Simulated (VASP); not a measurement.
# InP (I-4m2) in VASP: relaxation of the atoms with PBEsol

Aim: the relaxation of the atoms of InP with PBEsol.

Everything below comes from runs of VASP 6.6.1. Logs are shortened: lines on timing, memory, paths and dates and some standing lists are left out, and cuts for length are marked.

## Step 1: The cell of the first run

Symmetry: I-4m2, No. 119, tetragonal system. Conventional cell: a = 4.198 Å, b = 4.198 Å, c = 5.843 Å, α = 90.00°, β = 90.00°, γ = 90.00°. Within 3.4 Å of In (site symmetry -4m2) lie 4 P at 2.56 Å. Within 3.4 Å of P (site symmetry -4m2) lie 4 In at 2.56 Å.

## Step 2: Relaxation of the atoms, PBEsol (strained cell)

INCAR reads:

```
PREC = Accurate ; ENCUT = 450
EDIFF = 1E-7 ; ISMEAR = 0
SIGMA = 0.02 ; LREAL = F
LASPH = T ; NELM = 120
ALGO = Normal ; ISIF = 2
LWAVE = F ; LCHARG = F
GGA = PS ; IBRION = 2
NSW = 60 ; EDIFFG = -0.002
GGA_COMPAT = F ; NELMIN = 4
```

KPOINTS reads:

```
regular mesh
0
Gamma
  10 10 10
```

POSCAR reads:

```
InP
1.0
    0.0000000000      2.9685800004      2.9215529905
    2.9685800004      0.0000000000      2.9215529905
    2.9685800004      2.9685800004      0.0000000000
In P
1 1
Direct
    0.0000000000      0.0000000000      0.0000000000
    0.2500000000      0.2500000000      0.2500000000
```

Potentials or basis: VASP PAW PBE potentials, release 64 (In_d, P).

The run is started by

```console
> cat potpaw_PBE.64/In_d/POTCAR potpaw_PBE.64/P/POTCAR > POTCAR
> mpirun -np 1 vasp_std > vasp.out
```

OUTCAR:

```text
PREC = Accurate
   ENCUT = 450
   EDIFF = 1E-7
   ISMEAR = 0
   LREAL = F
   LASPH = T
   NELM = 120
   ISIF = 2
   GGA = PS
   IBRION = 2
   NSW = 60
   EDIFFG = -0.002
   NELMIN = 4

 ion  position               nearest neighbor table
   1  0.000  0.000  0.000-   2 2.56   2 2.56   2 2.56   2 2.56
   2  0.250  0.250  0.250-   1 2.56   1 2.56   1 2.56   1 2.56

  LATTYP: Found a body centered tetragonal cell.
 ALAT       =     4.1982060976
 C/A-ratio  =     1.3918101792

  Lattice vectors:

 A1 = (   0.0000000000,  -2.9685800004,  -2.9215529905)
 A2 = (   0.0000000000,   2.9685800004,  -2.9215529905)
 A3 = (   2.9685800004,   0.0000000000,   2.9215529905)

Analysis of symmetry for initial positions (statically):
=====================================================================
 Subroutine PRICEL returns:
 Original cell was already a primitive cell.

 Routine SETGRP: Setting up the symmetry group for a
 body centered tetragonal supercell.

 Subroutine GETGRP returns: Found  8 space group operations
 (whereof  8 operations were pure point group operations)
 out of a pool of 16 trial point group operations.

The static configuration has the point symmetry D_2d.

Analysis of symmetry for dynamics (positions and initial velocities):
=====================================================================
 Subroutine PRICEL returns:
 Original cell was already a primitive cell.

 Routine SETGRP: Setting up the symmetry group for a
 body centered tetragonal supercell.

 Subroutine GETGRP returns: Found  8 space group operations
 (whereof  8 operations were pure point group operations)
 out of a pool of 16 trial point group operations.

The dynamic configuration has the point symmetry D_2d.

 Subroutine INISYM returns: Found  8 space group operations
 (whereof  8 operations are pure point group operations),
 and found     1 'primitive' translations

----------------------------------------------------------------------------------------

                                     Primitive cell

  volume of cell :      51.4922

  direct lattice vectors                    reciprocal lattice vectors
     0.000000000  2.968580000  2.921552990    -0.168430697  0.168430697  0.171141856
     2.968580000  0.000000000  2.921552990     0.168430697 -0.168430697  0.171141856
     2.968580000  2.968580000  0.000000000     0.168430697  0.168430697 -0.171141856

  length of vectors
     4.165085725  4.165085725  4.198206098     0.293304167  0.293304167  0.293304167

  position of ions in fractional coordinates (direct lattice)
     0.000000000  0.000000000  0.000000000
     0.250000000  0.250000000  0.250000000

  ion indices of the primitive-cell ions
   primitive index   ion index
                 1           1
                 2           2

----------------------------------------------------------------------------------------

 KPOINTS: regular mesh

Automatic generation of k-mesh.
 Grid dimensions read from file:
 generate k-points for:   10   10   10

 Generating k-lattice:

  Cartesian coordinates                     Fractional coordinates (reciprocal lattice)
    -0.016843070  0.016843070  0.017114186     0.100000000  0.000000000  0.000000000
     0.016843070 -0.016843070  0.017114186     0.000000000  0.100000000  0.000000000
     0.016843070  0.016843070 -0.017114186     0.000000000  0.000000000  0.100000000

  Length of vectors
     0.029330417  0.029330417  0.029330417

  Shift w.r.t. Gamma in fractional coordinates (k-lattice)
     0.000000000  0.000000000  0.000000000

 Subroutine IBZKPT returns following result:
 ===========================================

 Found    102 irreducible k-points:

 Following reciprocal coordinates:
            Coordinates               Weight
  0.000000  0.000000  0.000000      1.000000
  0.100000 -0.000000  0.000000      8.000000
  0.200000 -0.000000  0.000000      8.000000
  0.300000  0.000000  0.000000      8.000000
  0.400000 -0.000000  0.000000      8.000000
  0.500000 -0.000000  0.000000      4.000000
[... 16 lines left out ...]
  0.300000  0.300000  0.000000      2.000000
  0.400000  0.300000  0.000000      8.000000
 [... further k-points ...]
   k-points           NKPTS =    102   k-points in BZ     NKDIM =    102   number of bands    NBANDS=     13
   number of dos      NEDOS =    301   number of ions     NIONS =      2
   total plane-waves  NPLWV =  27000
   dimension x,y,z NGX =    30 NGY =   30 NGZ =   30
   dimension x,y,z NGXF=    60 NGYF=   60 NGZF=   60
   ions per type =               1   1
   NGX,Y,Z   is equivalent  to a cutoff of  11.97, 11.97, 11.88 a.u.
   NGXF,Y,Z  is equivalent  to a cutoff of  23.95, 23.95, 23.76 a.u.
 SYSTEM =  unknown system
   PREC   = accura    normal or accurate (medium, high low for compatibility)
   ISTART =      0    job   : 0-new  1-cont  2-samecut
   ICHARG =      2    charge: 1-file 2-atom 10-const
   ISPIN  =      1    spin polarized calculation?
   LNONCOLLINEAR =      F non collinear calculations
   LSORBIT =      F    spin-orbit coupling
   LASPH  =      T    aspherical Exc in radial PAW
   ENCUT  =  450.0 eV  33.07 Ry    5.75 a.u.   7.20  7.20  7.26*2*pi/ulx,y,z
   NELM   =    120;   NELMIN=  4; NELMDL= -5     # of ELM steps
   EDIFF  = 0.1E-06   stopping-criterion for ELM
   LREAL  =      F    real-space projection
   EDIFFG = -.2E-02   stopping-criterion for IOM
   NSW    =     60    number of steps for IOM
   IBRION =      2    ionic relax: 0-MD 1-quasi-New 2-CG
   NFREE  =      1    steps in history (QN), initial steepest desc. (CG)
   ISIF   =      2    stress and relaxation
   ISYM   =      2    0-nonsym 1-usesym 2-fastsym
   POTIM  = 0.5000    time-step for ionic-motion
   TEBEG  =    0.0;   TEEND  =   0.0 temperature during run
   PSTRESS=    0.0 pullay stress
   NELECT =      18.0000    total number of electrons
   NUPDOWN=      -1.0000    fix difference up-down
   EMIN   =  10.00;   EMAX   =-10.00  energy-range for DOS
   EFERMI =   0.00;   METHOD = LEGACY
   ISMEAR =     0;   SIGMA  =   0.02  broadening in eV -4-tet -1-fermi 0-gaus
   EFERMI_NEDOS =   21; number of points for ismear=-14 and -15
   IALGO  =     38    algorithm
   IMIX   =      4    mixing-type and parameters
     AMIX     =   0.40;   BMIX     =  1.00
     AMIX_MAG =   1.60;   BMIX_MAG =  1.00
  volume/ion in A,a.u.               =      25.75       173.74
  Fermi-wavevector in a.u.,A,eV,Ry     =   1.153237  2.179302 18.095145  1.329956
  Thomas-Fermi vector in A             =   2.289882
   LORBIT       =      0    0 simple, 1 ext, 2 COOP (PROOUT), +10 PAW based schemes
   GGA     = PS    functional components
   LHFCALC =     F    Hartree Fock is set to
   AEXX    =    0.0000 exact exchange contribution
   IVDW    =     0    specifies the selected vdW correction
   LEPSILON=     F    determine dielectric tensor
   LRPA    =     F    only Hartree local field effects (RPA)
 conjugate gradient relaxation of ions
 non-spin polarized calculation
 Gauss-broadening in eV      SIGMA  =   0.02
  energy-cutoff  :      450.00
  volume of cell :       51.49
 maximum number of plane-waves:      1132
 NGX is ok and might be reduce to    30
   NGX = 15   NGY = 15   NGZ = 15

 number of electron      17.9999997 magnetization

 Free energy of the ion-electron system (eV)
  ---------------------------------------------------
  ext. energy  EPLUGINS =         0.00000000
  ---------------------------------------------------
  free energy    TOTEN  =        -9.15384040 eV

  energy without entropy =       -9.15384040  energy(sigma->0) =       -9.15384040

 E-fermi :   4.9966     XC(G=0):  -9.3797

 val. band max:        4.8928362917   @ k =   0.0000   0.0000   0.0000
 cond. band min:       5.3364895956   @ k =   0.0000   0.0000   0.0000
 fundamental gap:      0.4436533039
 Fermi energy:         4.9966299021

 k-point     1 :       0.0000    0.0000    0.0000
  band No.  band energies     occupation
      1      -9.2607      2.00000
      2      -9.2607      2.00000
      3      -9.2542      2.00000
      4      -9.1161      2.00000
      5      -9.1143      2.00000
      6      -6.5479      2.00000
      7       4.8202      2.00000
      8       4.8202      2.00000
      9       4.8928      2.00000
     10       5.3365      0.00000
     11       8.8469      0.00000
     12       8.8716      0.00000
     13       8.8716      0.00000

 k-point     2 :       0.1000   -0.0000    0.0000
  band No.  band energies     occupation
      1      -9.2705      2.00000
      2      -9.2560      2.00000
      3      -9.2514      2.00000
      4      -9.1163      2.00000
      5      -9.1141      2.00000
      6      -6.4361      2.00000
      7       3.6391      2.00000
      8       4.6953      2.00000
      9       4.7505      2.00000
     10       6.1799      0.00000
     11       8.9013      0.00000
     12       9.0501      0.00000
     13       9.0528      0.00000

 k-point     3 :       0.2000   -0.0000    0.0000
  band No.  band energies     occupation
      1      -9.2993      2.00000
      2      -9.2448      2.00000
      3      -9.2406      2.00000
      4      -9.1157      2.00000
      5      -9.1126      2.00000
      6      -6.1148      2.00000
      7       2.1322      2.00000
      8       4.4117      2.00000
      9       4.4815      2.00000
     10       6.5202      0.00000
     11       9.3900      0.00000
     12       9.4074      0.00000
     13       9.5274      0.00000
[... 305 lines left out ...]
 k-point    23 :       0.3000    0.3000    0.0000
  band No.  band energies     occupation
      1      -9.3790      2.00000
      2      -9.1965      2.00000
      3      -9.1965      2.00000
      4      -9.1476      2.00000
      5      -9.0914      2.00000
      6      -5.3075      2.00000
      7       0.8729      2.00000
      8       3.1076      2.00000
      9       3.1076      2.00000
     10       6.8819      0.00000
     11       7.7222      0.00000
     12      11.8007      0.00000
     13      11.8010      0.00000

 k-point    24 :       0.4000    0.3000    0.0000
  band No.  band energies     occupation
      1      -9.3981      2.00000
      2      -9.1873      2.00000
      3      -9.1845      2.00000
      4      -9.1513      2.00000
      5      -9.0876      2.00000
      6      -4.8961      2.00000
      7       0.1668      2.00000
      8       2.6604      2.00000
      9       2.9063      2.00000
     10       6.9366      0.00000
     11       7.7225      0.00000
     12      11.5731      0.00000
     13      12.1933      0.00000

 [... further k-points ...]

------------------------ aborting loop because EDIFF is reached ----------------------------------------

  FORCE on cell =-STRESS in cart. coord.  units (eV):
  Direction    XX          YY          ZZ          XY          YZ          ZX
  --------------------------------------------------------------------------------------
  -------------------------------------------------------------------------------------
  Total       -0.3551156     -0.3551156     -0.1449063      0.0000000      0.0000000      0.0000000
  in kB      -11.0494083    -11.0494083     -4.5087558      0.0000000      0.0000000      0.0000000
  external PRESSURE =      -8.8691908 kB  Pullay stress =       0.0000000 kB

 VOLUME and BASIS-vectors are now :
 -----------------------------------------------------------------------------
  energy-cutoff  :      450.00
  volume of cell :       51.49
      direct lattice vectors                 reciprocal lattice vectors
     0.000000000  2.968580000  2.921552990    -0.168430697  0.168430697  0.171141856
     2.968580000  0.000000000  2.921552990     0.168430697 -0.168430697  0.171141856
     2.968580000  2.968580000  0.000000000     0.168430697  0.168430697 -0.171141856

 POSITION                                       TOTAL-FORCE (eV/Angst)
 -----------------------------------------------------------------------------------
      0.00000      0.00000      0.00000         0.000000      0.000000     -0.000000
      1.48429      1.48429      1.46078        -0.000000     -0.000000      0.000000
 -----------------------------------------------------------------------------------
    total drift:                                0.000000      0.000000     -0.000000

  FREE ENERGIE OF THE ION-ELECTRON SYSTEM (eV)
  ---------------------------------------------------
  free  energy   TOTEN  =        -9.1538404014 eV

  energy  without entropy=       -9.1538404014  energy(sigma->0) =       -9.15384040

 reached required accuracy - stopping structural energy minimisation
```

Wall time 84 s (1 thread of Intel Xeon 8259CL, shared host); peak memory 0.21 GiB.

What came out:

- Free energy: -9.1538 eV
- Pressure after relaxing: -0.9 GPa
- Band gap on the k mesh: 0.44 eV

Stress tensor (GPa, compression positive):
```
-1.10  0.00  0.00
 0.00 -1.10  0.00
 0.00  0.00 -0.45
```

Final structure:
```yaml
crystal:
  lattice:
    - [0.00000, 2.96858, 2.92155]
    - [2.96858, 0.00000, 2.92155]
    - [2.96858, 2.96858, 0.00000]
  atoms:
    - { symbol: In, position: [0.00000, 0.00000, 0.00000] }
    - { symbol: P, position: [0.25000, 0.25000, 0.25000] }
```

Levels at points of the mesh, in eV from the valence-band top:
| k point | band 7 | band 8 | band 9 | band 10 | band 11 | band 12 |
| --- | --- | --- | --- | --- | --- | --- |
| (0.00, 0.00, 0.00) | -0.07 | -0.07 | 0.00 | 0.44 | 3.95 | 3.98 |
| (0.50, 0.00, 0.00) | -5.73 | -1.05 | -0.95 | 1.30 | 4.63 | 4.74 |
| (0.50, 0.50, 0.00) | -5.70 | -2.38 | -2.38 | 1.57 | 2.02 | 9.00 |
| (0.50, 0.00, 0.50) | -5.80 | -2.30 | -2.29 | 1.65 | 2.17 | 8.85 |

Caveat: the cell differs from its parent crystal (strained cell); semilocal functionals underestimate gaps, and a narrow one can read as zero; the PAW data sets were made with another functional, which shifts forces and pressure a little; spin-orbit coupling is left out, which moves the levels of the heavy elements.
